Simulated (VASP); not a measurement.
# MgO2 (Pa-3) in VASP: a series of runs

The runs below take MgO2 through single point, with r2SCAN.

Everything below comes from runs of VASP 6.6.1. Logs are shortened: lines on timing, memory, paths and dates and some standing lists are left out, and cuts for length are marked.

## 1. The cell of the first run

Symmetry: Pa-3, No. 205, cubic system. Conventional cell: a = 4.633 Å, b = 4.633 Å, c = 4.633 Å, α = 90.00°, β = 90.00°, γ = 90.00°. Within 2.6 Å of Mg (site symmetry -3) lie 6 O at 1.99 Å. O (site symmetry 3) has 1 O at 1.46 Å within 1.9 Å.

## 2. Single point, r2SCAN (volume scaled by 0.88, then relaxed in part)

POSCAR

```
MgO2
1.0
    4.6325108638      0.0000000000      0.0000000000
    0.0000000000      4.6325108638      0.0000000000
    0.0000000000      0.0000000000      4.6325108638
Mg O
4 8
Direct
    0.0000000000      0.5000000000      0.5000000000
    0.5000000000      0.5000000000      0.0000000000
    0.5000000000      0.0000000000      0.5000000000
    0.0000000000      0.0000000000      0.0000000000
    0.4090982837      0.0909017163      0.9090982837
    0.0909017163      0.9090982837      0.4090982837
    0.9090982837      0.4090982837      0.0909017163
    0.5909017163      0.5909017163      0.5909017163
    0.4090982837      0.4090982837      0.4090982837
    0.0909017163      0.5909017163      0.9090982837
    0.9090982837      0.0909017163      0.5909017163
    0.5909017163      0.9090982837      0.0909017163
```

INCAR.step1

```
SYSTEM = MgO2
PREC = Accurate
ENCUT = 520
ISMEAR = 0
SIGMA = 0.02
LREAL = .FALSE.
LASPH = .TRUE.
NELM = 60
NBANDS = 40
GGA = PE
ALGO = Normal
EDIFF = 1E-4
LWAVE = .TRUE.
LCHARG = .FALSE.
```

INCAR.step2

```
SYSTEM = MgO2
PREC = Accurate
ENCUT = 520
EDIFF = 1E-6
ISMEAR = 0
SIGMA = 0.02
LREAL = .FALSE.
LASPH = .TRUE.
NELM = 60
ALGO = Normal
ISIF = 2
LWAVE = .FALSE.
LCHARG = .FALSE.
METAGGA = R2SCAN
LMIXTAU = .TRUE.
NBANDS = 40
ISTART = 1
```

KPOINTS

```
regular mesh
0
G
  6 6 6
  0 0 0
```

Potentials or basis: VASP PAW PBE potentials, release 64 (Mg, O).

Command:

```
$ cat potpaw_PBE.64/Mg/POTCAR potpaw_PBE.64/O/POTCAR > POTCAR
$ cp INCAR.step1 INCAR
$ mpirun -np 1 vasp_std > vasp.out
$ cp INCAR.step2 INCAR
$ mpirun -np 1 vasp_std > vasp.out
```

OUTCAR:

```text
SYSTEM = MgO2
   PREC = Accurate
   ENCUT = 520
   EDIFF = 1E-6
   ISMEAR = 0
   LREAL = .FALSE.
   LASPH = .TRUE.
   NELM = 60
   ISIF = 2
   METAGGA = R2SCAN
   ISTART = 1

 ion  position               nearest neighbor table
   1  0.000  0.500  0.500-   6 1.99   7 1.99   8 1.99   9 1.99  10 1.99  11 1.99   8 2.80  11 2.80
                             7 2.80  10 2.80   6 2.80   9 2.80   2 3.28   4 3.28   2 3.28   3 3.28
   2  0.500  0.500  0.000-   5 1.99   7 1.99   8 1.99   9 1.99  10 1.99  12 1.99  10 2.80   5 2.80
                             8 2.80   9 2.80  12 2.80   7 2.80   1 3.28   3 3.28   1 3.28   3 3.28
   3  0.500  0.000  0.500-   5 1.99   6 1.99   8 1.99   9 1.99  11 1.99  12 1.99   6 2.80   8 2.80
                            12 2.80   5 2.80   9 2.80  11 2.80   2 3.28   4 3.28   1 3.28   1 3.28
   4  0.000  0.000  0.000-   5 1.99   6 1.99   7 1.99  10 1.99  11 1.99  12 1.99  12 2.80  10 2.80
                            11 2.80   6 2.80   7 2.80   5 2.80   1 3.28   3 3.28   1 3.28   1 3.28
   5  0.409  0.091  0.909-  12 1.46   3 1.99   4 1.99   2 1.99   4 2.80   3 2.80   2 2.80
   6  0.091  0.909  0.409-  11 1.46   3 1.99   4 1.99   1 1.99   1 2.80   4 2.80   3 2.80
   7  0.909  0.409  0.091-  10 1.46   2 1.99   4 1.99   1 1.99   2 2.80   4 2.80   1 2.80
   8  0.591  0.591  0.591-   9 1.46   2 1.99   3 1.99   1 1.99   2 2.80   3 2.80   1 2.80
   9  0.409  0.409  0.409-   8 1.46   2 1.99   3 1.99   1 1.99   3 2.80   2 2.80   1 2.80
  10  0.091  0.591  0.909-   7 1.46   2 1.99   4 1.99   1 1.99   1 2.80   4 2.80   2 2.80
  11  0.909  0.091  0.591-   6 1.46   3 1.99   4 1.99   1 1.99   3 2.80   4 2.80   1 2.80
  12  0.591  0.909  0.091-   5 1.46   3 1.99   4 1.99   2 1.99   2 2.80   3 2.80   4 2.80

  LATTYP: Found a simple cubic cell.
 ALAT       =     4.6325108638

  Lattice vectors:

 A1 = (   4.6325108638,   0.0000000000,   0.0000000000)
 A2 = (   0.0000000000,   4.6325108638,   0.0000000000)
 A3 = (   0.0000000000,   0.0000000000,   4.6325108638)

Analysis of symmetry for initial positions (statically):
=====================================================================
 Subroutine PRICEL returns:
 Original cell was already a primitive cell.

 Routine SETGRP: Setting up the symmetry group for a
 simple cubic supercell.

 Subroutine GETGRP returns: Found 24 space group operations
 (whereof  6 operations were pure point group operations)
 out of a pool of 48 trial point group operations.

The static configuration has the point symmetry S_6 .
 The point group associated with its full space group is T_h .

Analysis of symmetry for dynamics (positions and initial velocities):
=====================================================================
 Subroutine PRICEL returns:
 Original cell was already a primitive cell.

 Routine SETGRP: Setting up the symmetry group for a
 simple cubic supercell.

 Subroutine GETGRP returns: Found 24 space group operations
 (whereof  6 operations were pure point group operations)
 out of a pool of 48 trial point group operations.

The dynamic configuration has the point symmetry S_6 .
 The point group associated with its full space group is T_h .

 Subroutine INISYM returns: Found 24 space group operations
 (whereof  6 operations are pure point group operations),
 and found     1 'primitive' translations

----------------------------------------------------------------------------------------

                                     Primitive cell

  volume of cell :      99.4144

  direct lattice vectors                    reciprocal lattice vectors
     4.632510864  0.000000000  0.000000000     0.215865657  0.000000000  0.000000000
     0.000000000  4.632510864  0.000000000     0.000000000  0.215865657  0.000000000
     0.000000000  0.000000000  4.632510864     0.000000000  0.000000000  0.215865657

  length of vectors
     4.632510864  4.632510864  4.632510864     0.215865657  0.215865657  0.215865657

  position of ions in fractional coordinates (direct lattice)
     0.000000000  0.500000000  0.500000000
     0.500000000  0.500000000  0.000000000
     0.500000000  0.000000000  0.500000000
     0.000000000  0.000000000  0.000000000
     0.409098284  0.090901716  0.909098284
     0.090901716  0.909098284  0.409098284
     0.909098284  0.409098284  0.090901716
     0.590901716  0.590901716  0.590901716
     0.409098284  0.409098284  0.409098284
     0.090901716  0.590901716  0.909098284
     0.909098284  0.090901716  0.590901716
     0.590901716  0.909098284  0.090901716

  ion indices of the primitive-cell ions
   primitive index   ion index
[... 26 lines left out ...]
     0.000000000  0.000000000  0.035977609     0.000000000  0.000000000  0.166666667

  Length of vectors
     0.035977609  0.035977609  0.035977609

  Shift w.r.t. Gamma in fractional coordinates (k-lattice)
     0.000000000  0.000000000  0.000000000

 Subroutine IBZKPT returns following result:
 ===========================================

 Found     24 irreducible k-points:

 Following reciprocal coordinates:
            Coordinates               Weight
  0.000000  0.000000  0.000000      1.000000
  0.166667  0.000000  0.000000      6.000000
  0.333333  0.000000  0.000000      6.000000
  0.500000  0.000000  0.000000      3.000000
  0.166667  0.166667  0.000000     12.000000
  0.333333  0.166667  0.000000     12.000000
[... 16 lines left out ...]
  0.500000  0.500000  0.333333      6.000000
  0.500000  0.500000  0.500000      1.000000
   k-points           NKPTS =     24   k-points in BZ     NKDIM =     24   number of bands    NBANDS=     40
   number of dos      NEDOS =    301   number of ions     NIONS =     12
   total plane-waves  NPLWV =  46656
   dimension x,y,z NGX =    36 NGY =   36 NGZ =   36
   dimension x,y,z NGXF=    72 NGYF=   72 NGZF=   72
   ions per type =               4   8
   NGX,Y,Z   is equivalent  to a cutoff of  12.92, 12.92, 12.92 a.u.
   NGXF,Y,Z  is equivalent  to a cutoff of  25.84, 25.84, 25.84 a.u.
 SYSTEM =  MgO2
   PREC   = accura    normal or accurate (medium, high low for compatibility)
   ISTART =      1    job   : 0-new  1-cont  2-samecut
   ICHARG =      0    charge: 1-file 2-atom 10-const
   ISPIN  =      1    spin polarized calculation?
   LNONCOLLINEAR =      F non collinear calculations
   LSORBIT =      F    spin-orbit coupling
   LASPH  =      T    aspherical Exc in radial PAW
   ENCUT  =  520.0 eV  38.22 Ry    6.18 a.u.   8.61  8.61  8.61*2*pi/ulx,y,z
   NELM   =     60;   NELMIN=  2; NELMDL=  0     # of ELM steps
   EDIFF  = 0.1E-05   stopping-criterion for ELM
   LREAL  =      F    real-space projection
   EDIFFG = 0.1E-04   stopping-criterion for IOM
   NSW    =      0    number of steps for IOM
   IBRION =     -1    ionic relax: 0-MD 1-quasi-New 2-CG
   NFREE  =      0    steps in history (QN), initial steepest desc. (CG)
   ISIF   =      2    stress and relaxation
   ISYM   =      2    0-nonsym 1-usesym 2-fastsym
   POTIM  = 0.5000    time-step for ionic-motion
   TEBEG  =    0.0;   TEEND  =   0.0 temperature during run
   PSTRESS=    0.0 pullay stress
   NELECT =      56.0000    total number of electrons
   NUPDOWN=      -1.0000    fix difference up-down
   EMIN   =  10.00;   EMAX   =-10.00  energy-range for DOS
   EFERMI =   0.00;   METHOD = LEGACY
   ISMEAR =     0;   SIGMA  =   0.02  broadening in eV -4-tet -1-fermi 0-gaus
   EFERMI_NEDOS =   21; number of points for ismear=-14 and -15
   IALGO  =     38    algorithm
   IMIX   =      4    mixing-type and parameters
     AMIX     =   0.40;   BMIX     =  1.00
     AMIX_MAG =   1.60;   BMIX_MAG =  1.00
  volume/ion in A,a.u.               =       8.28        55.91
  Fermi-wavevector in a.u.,A,eV,Ry     =   1.352034  2.554974 24.871408  1.827997
  Thomas-Fermi vector in A             =   2.479407
   LORBIT       =      0    0 simple, 1 ext, 2 COOP (PROOUT), +10 PAW based schemes
   METAGGA = R2SCAN    functional components
   LHFCALC =     F    Hartree Fock is set to
   AEXX    =    0.0000 exact exchange contribution
   IVDW    =     0    specifies the selected vdW correction
   LEPSILON=     F    determine dielectric tensor
   LRPA    =     F    only Hartree local field effects (RPA)
 non-spin polarized calculation
 Gauss-broadening in eV      SIGMA  =   0.02
  energy-cutoff  :      520.00
  volume of cell :       99.41
 maximum number of plane-waves:      2721
 NGX is ok and might be reduce to    36
   NGX = 17   NGY = 17   NGZ = 17

 number of electron      55.9999915 magnetization

 Free energy of the ion-electron system (eV)
  ---------------------------------------------------
  ext. energy  EPLUGINS =         0.00000000
  ---------------------------------------------------
  free energy    TOTEN  =       -86.43657101 eV

  energy without entropy =      -86.43657101  energy(sigma->0) =      -86.43657101

 E-fermi :   3.6140     XC(G=0): -12.0559

 val. band max:        3.4653156921   @ k =   0.0000   0.0000   0.0000
 cond. band min:       8.6358321813   @ k =   0.3333   0.1667   0.1667
 fundamental gap:      5.1705164892
 Fermi energy:         3.6139856151

 k-point     1 :       0.0000    0.0000    0.0000
  band No.  band energies     occupation
      1     -19.4902      2.00000
      2     -18.4661      2.00000
      3     -18.4661      2.00000
      4     -18.4661      2.00000
      5     -12.2479      2.00000
      6     -12.2479      2.00000
[... 1021 lines left out ...]
     39      17.6968      0.00000
     40      17.6968      0.00000

------------------------ aborting loop because EDIFF is reached ----------------------------------------

  FORCE on cell =-STRESS in cart. coord.  units (eV):
  Direction    XX          YY          ZZ          XY          YZ          ZX
  --------------------------------------------------------------------------------------
  -------------------------------------------------------------------------------------
  Total       14.8656344     14.8656344     14.8656344     -0.0000000     -0.0000000     -0.0000000
  in kB      239.5767616    239.5767616    239.5767616     -0.0000000     -0.0000000     -0.0000000
  external PRESSURE =     239.5767616 kB  Pullay stress =       0.0000000 kB

 VOLUME and BASIS-vectors are now :
 -----------------------------------------------------------------------------
  energy-cutoff  :      520.00
  volume of cell :       99.41
      direct lattice vectors                 reciprocal lattice vectors
     4.632510864  0.000000000  0.000000000     0.215865657  0.000000000  0.000000000
     0.000000000  4.632510864  0.000000000     0.000000000  0.215865657  0.000000000
     0.000000000  0.000000000  4.632510864     0.000000000  0.000000000  0.215865657

 POSITION                                       TOTAL-FORCE (eV/Angst)
 -----------------------------------------------------------------------------------
      0.00000      2.31626      2.31626         0.000000      0.000000     -0.000000
      2.31626      2.31626      0.00000         0.000000      0.000000     -0.000000
      2.31626      0.00000      2.31626         0.000000      0.000000     -0.000000
      0.00000      0.00000      0.00000         0.000000      0.000000     -0.000000
      1.89515      0.42110      4.21141        -0.175654      0.175654     -0.175654
      0.42110      4.21141      1.89515         0.175654     -0.175654     -0.175654
      4.21141      1.89515      0.42110        -0.175654     -0.175654      0.175654
      2.73736      2.73736      2.73736         0.175654      0.175654      0.175654
      1.89515      1.89515      1.89515        -0.175654     -0.175654     -0.175654
      0.42110      2.73736      4.21141         0.175654      0.175654     -0.175654
      4.21141      0.42110      2.73736        -0.175654      0.175654      0.175654
      2.73736      4.21141      0.42110         0.175654     -0.175654      0.175654
 -----------------------------------------------------------------------------------
    total drift:                               -0.000000     -0.000000     -0.000000

  FREE ENERGIE OF THE ION-ELECTRON SYSTEM (eV)
  ---------------------------------------------------
  free  energy   TOTEN  =       -86.4365710124 eV

  energy  without entropy=      -86.4365710124  energy(sigma->0) =      -86.43657101
```

It took 7.9 min on 1 thread of Intel Xeon Platinum 8259CL at 2.50GHz (Skylake/Cascade Lake), shared host; peak memory 0.25 GiB.

What came out:

```
Free energy            : -86.4366 eV
Pressure               : 24.0 GPa
Largest force          : 0.304 eV/Å
Band gap on the k mesh : 5.17 eV, indirect (least direct gap 5.35 eV)
```

Forces in eV/Å, atoms in the order of the input:
```
Mg   0.000  0.000  0.000
Mg   0.000  0.000  0.000
Mg   0.000  0.000  0.000
Mg   0.000  0.000  0.000
O   -0.176  0.176 -0.176
O    0.176 -0.176 -0.176
O   -0.176 -0.176  0.176
O    0.176  0.176  0.176
O   -0.176 -0.176 -0.176
O    0.176  0.176 -0.176
O   -0.176  0.176  0.176
O    0.176 -0.176  0.176
```

Levels at points of the mesh, in eV from the valence-band top:
| k point | band 26 | band 27 | band 28 | band 29 | band 30 | band 31 |
| --- | --- | --- | --- | --- | --- | --- |
| (0.00, 0.00, 0.00) | -0.60 | 0.00 | 0.00 | 5.65 | 5.87 | 5.87 |
| (0.50, 0.00, 0.00) | -0.82 | -0.14 | -0.14 | 5.24 | 5.24 | 5.61 |
| (0.50, 0.50, 0.00) | -0.51 | -0.51 | -0.51 | 5.40 | 5.40 | 5.40 |
| (0.50, 0.50, 0.50) | -0.61 | -0.61 | -0.61 | 5.71 | 5.71 | 5.71 |

Caveat: the PAW data sets were made with another functional, which shifts forces and pressure a little. A k mesh can miss the band edges.

## 3. Single point, r2SCAN (volume scaled by 0.91, then relaxed in part)

POSCAR

```
MgO2
1.0
    4.6845659047      0.0000000000      0.0000000000
    0.0000000000      4.6845659047      0.0000000000
    0.0000000000      0.0000000000      4.6845659047
Mg O
4 8
Direct
    0.0000000000      0.5000000000      0.5000000000
    0.5000000000      0.5000000000      0.0000000000
    0.5000000000      0.0000000000      0.5000000000
    0.0000000000      0.0000000000      0.0000000000
    0.4096149113      0.0903850887      0.9096149113
    0.0903850887      0.9096149113      0.4096149113
    0.9096149113      0.4096149113      0.0903850887
    0.5903850887      0.5903850887      0.5903850887
    0.4096149113      0.4096149113      0.4096149113
    0.0903850887      0.5903850887      0.9096149113
    0.9096149113      0.0903850887      0.5903850887
    0.5903850887      0.9096149113      0.0903850887
```

INCAR.step1

```
SYSTEM = MgO2
  ALGO = Normal
  EDIFF = 1E-4
  ENCUT = 520
  GGA = PE
  ISMEAR = 0
  LASPH = .TRUE.
  LCHARG = .FALSE.
  LREAL = .FALSE.
  LWAVE = .TRUE.
  NBANDS = 40
  NELM = 100
  PREC = Accurate
  SIGMA = 0.02
```

INCAR.step2

```
SYSTEM = MgO2
  ALGO = Normal
  EDIFF = 1E-6
  ENCUT = 520
  ISIF = 2
  ISMEAR = 0
  ISTART = 1
  LASPH = .TRUE.
  LCHARG = .FALSE.
  LMIXTAU = .TRUE.
  LREAL = .FALSE.
  LWAVE = .FALSE.
  METAGGA = R2SCAN
  NBANDS = 40
  NELM = 100
  PREC = Accurate
  SIGMA = 0.02
```

KPOINTS

```
k-points
0
G
  6 6 6
  0 0 0
```

Potentials or basis: VASP PAW PBE potentials, release 64 (Mg, O).

Command:

```
$ cat potpaw_PBE.64/Mg/POTCAR potpaw_PBE.64/O/POTCAR > POTCAR
$ cp INCAR.step1 INCAR
$ mpirun -np 1 vasp_std > vasp.out
$ cp INCAR.step2 INCAR
$ mpirun -np 1 vasp_std > vasp.out
```

Run time: 7.7 min. Hardware: 1 thread of Intel Xeon Platinum 8259CL at 2.50GHz (Skylake/Cascade Lake), shared host; peak memory 0.25 GiB.

Results (log left out):

- Free energy: -86.8582 eV
- Pressure: 16.3 GPa
- Largest force: 0.296 eV/Å
- Band gap on the k mesh: 5.03 eV, indirect (least direct gap 5.20 eV)

Forces on the atoms (eV/Å):
```
Mg   0.000  0.000  0.000
Mg   0.000  0.000  0.000
Mg   0.000  0.000  0.000
Mg   0.000  0.000  0.000
O   -0.171  0.171 -0.171
O    0.171 -0.171 -0.171
O   -0.171 -0.171  0.171
O    0.171  0.171  0.171
O   -0.171 -0.171 -0.171
O    0.171  0.171 -0.171
O   -0.171  0.171  0.171
O    0.171 -0.171  0.171
```

Levels at points of the mesh, in eV from the valence-band top:
| k point | band 25 | band 26 | band 27 | band 28 | band 29 | band 30 | band 31 | band 32 |
| --- | --- | --- | --- | --- | --- | --- | --- | --- |
| (0.00, 0.00, 0.00) | -0.57 | -0.57 | 0.00 | 0.00 | 5.57 | 5.72 | 5.72 | 5.72 |
| (0.50, 0.00, 0.00) | -0.79 | -0.79 | -0.14 | -0.14 | 5.10 | 5.10 | 5.49 | 5.49 |
| (0.50, 0.50, 0.00) | -0.51 | -0.51 | -0.51 | -0.51 | 5.28 | 5.28 | 5.28 | 5.28 |
| (0.50, 0.50, 0.50) | -0.59 | -0.59 | -0.59 | -0.59 | 5.59 | 5.59 | 5.59 | 5.59 |

Caveat: the PAW data sets were made with another functional, which shifts forces and pressure a little.

## 4. Single point, r2SCAN (volume scaled by 0.94, then relaxed in part)

POSCAR

```
MgO2
1.0
    4.7354890888      0.0000000000      0.0000000000
    0.0000000000      4.7354890888      0.0000000000
    0.0000000000      0.0000000000      4.7354890888
Mg O
4 8
Direct
    0.0000000000      0.5000000000      0.5000000000
    0.5000000000      0.5000000000      0.0000000000
    0.5000000000      0.0000000000      0.5000000000
    0.0000000000      0.0000000000      0.0000000000
    0.4101325260      0.0898674740      0.9101325260
    0.0898674740      0.9101325260      0.4101325260
    0.9101325260      0.4101325260      0.0898674740
    0.5898674740      0.5898674740      0.5898674740
    0.4101325260      0.4101325260      0.4101325260
    0.0898674740      0.5898674740      0.9101325260
    0.9101325260      0.0898674740      0.5898674740
    0.5898674740      0.9101325260      0.0898674740
```

INCAR.step1

```
ALGO = Normal
EDIFF = 1E-4
ENCUT = 520
GGA = PE
ISMEAR = 0
LASPH = T
LCHARG = F
LREAL = F
LWAVE = T
NBANDS = 40
NELM = 80
PREC = Accurate
SIGMA = 0.02
```

INCAR.step2

```
ALGO = Normal
EDIFF = 1E-6
ENCUT = 520
ISIF = 2
ISMEAR = 0
ISTART = 1
LASPH = T
LCHARG = T
LELF = T
LMIXTAU = T
LREAL = F
LVHAR = T
LWAVE = F
METAGGA = R2SCAN
NBANDS = 40
NELM = 80
PREC = Accurate
SIGMA = 0.02
```

KPOINTS

```
k-points
0
Gamma
  6 6 6
```

Command:

```
$ cat potpaw_PBE.64/Mg/POTCAR potpaw_PBE.64/O/POTCAR > POTCAR
$ cp INCAR.step1 INCAR
$ mpirun -np 1 vasp_std > vasp.out
$ cp INCAR.step2 INCAR
$ mpirun -np 1 vasp_std > vasp.out
```

Wall time 9.5 min (1 thread of Intel Xeon Platinum 8259CL at 2.50GHz (Skylake/Cascade Lake), shared host); peak memory 0.24 GiB.

Results (log left out):

```yaml
Free_energy: -87.1313 eV
Pressure: 9.9 GPa
Largest_force: 0.289 eV/Å
Band_gap_on_the_k_mesh: 4.91 eV, indirect (least direct gap 5.06 eV)
```

Forces in eV/Å, atoms in the order of the input:
```
Mg   0.000  0.000  0.000
Mg   0.000  0.000  0.000
Mg   0.000  0.000  0.000
Mg   0.000  0.000  0.000
O   -0.167  0.167 -0.167
O    0.167 -0.167 -0.167
O   -0.167 -0.167  0.167
O    0.167  0.167  0.167
O   -0.167 -0.167 -0.167
O    0.167  0.167 -0.167
O   -0.167  0.167  0.167
O    0.167 -0.167  0.167
```

Levels at points of the mesh, in eV from the valence-band top:
```csv
k point,band 26,band 27,band 28,band 29,band 30,band 31
"(0.00, 0.00, 0.00)",-0.54,0.00,0.00,5.50,5.58,5.58
"(0.50, 0.00, 0.00)",-0.76,-0.13,-0.13,4.97,4.97,5.39
"(0.50, 0.50, 0.00)",-0.50,-0.50,-0.50,5.17,5.17,5.17
"(0.50, 0.50, 0.50)",-0.58,-0.58,-0.58,5.48,5.48,5.48
```

Caveat: the PAW data sets were made with another functional, which shifts forces and pressure a little. A k mesh can miss the band edges.

(Continued in part 2 of 2.)
